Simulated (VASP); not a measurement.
Wanted: the native input for a VASP 6.6.1 run.

```yaml
Task: single point
Functional: LDA
Potentials_or_basis: VASP PAW LDA potentials, release 64 (W_sv, S)
Cutoff: 520 eV
k_mesh: 12 × 12 × 2
Occupations: gaussian, width 0.05 eV
Spin: no spin polarisation
Dipole_correction: no
Further_INCAR_settings: ALGO = Normal; EDIFF = 1e-06; NBANDS = 20
```

The structure of WS2 lies in POSCAR:

```
WS2
1.0
    3.1835163552      0.0000000000      0.0000000000
   -1.5917581776      2.7570060369      0.1550815896
    0.0000000000      0.9534700063     16.9505778900
W S
1 2
Direct
    0.3333333333      0.6666666667      0.0000000000
    0.6666666667      0.3333333333      0.9079994900
    0.6666666667      0.3333333333      0.0920005100
```

This cell differs from its parent crystal: strain +0.1125 x Voigt [0, 0, 0, 1, 0, 0].

One way to write it, as run:

INCAR

```
SYSTEM = WS2
ALGO     = Normal         ! electronic algorithm
EDIFF    = 1E-6           ! SCF threshold, eV
ENCUT    = 520            ! plane-wave cutoff, eV
ISIF     = 2              ! what is computed and relaxed
ISMEAR   = 0              ! smearing method
LASPH    = .TRUE.         ! aspherical terms in the spheres
LCHARG   = .TRUE.         ! write CHGCAR
LELF     = .TRUE.         ! ELF
LREAL    = .FALSE.        ! projectors in reciprocal space
LVHAR    = .TRUE.       
LWAVE    = .FALSE.        ! write WAVECAR
NBANDS   = 20             ! bands
NELM     = 100            ! most SCF steps
PREC     = Accurate       ! precision mode
SIGMA    = 0.05           ! smearing width, eV
```

KPOINTS

```
k-points
0
G
  12 12 2
  0 0 0
```

Potentials or basis: VASP PAW LDA potentials, release 64 (W_sv, S).

Run with:

```bash
$ cat potpaw_LDA.64/W_sv/POTCAR potpaw_LDA.64/S/POTCAR > POTCAR
$ mpirun -np 1 vasp_std > vasp.out
```

It gave:

| Property | Result |
| --- | --- |
| Largest force | 1.977 eV/Å |
| Band gap on the k mesh | 1.64 eV, indirect (least direct gap 1.69 eV) |

Caveat: the cell differs from its parent crystal (strain +0.1125 x Voigt [0, 0, 0, 1, 0, 0]); spin-orbit coupling is left out, which moves the levels of the heavy elements.

It took 5.2 min on 1 thread of Intel(R) Xeon(R) Platinum 8259CL CPU @ 2.50GHz (Skylake/Cascade Lake), on a shared host, peak memory 0.37 GiB.
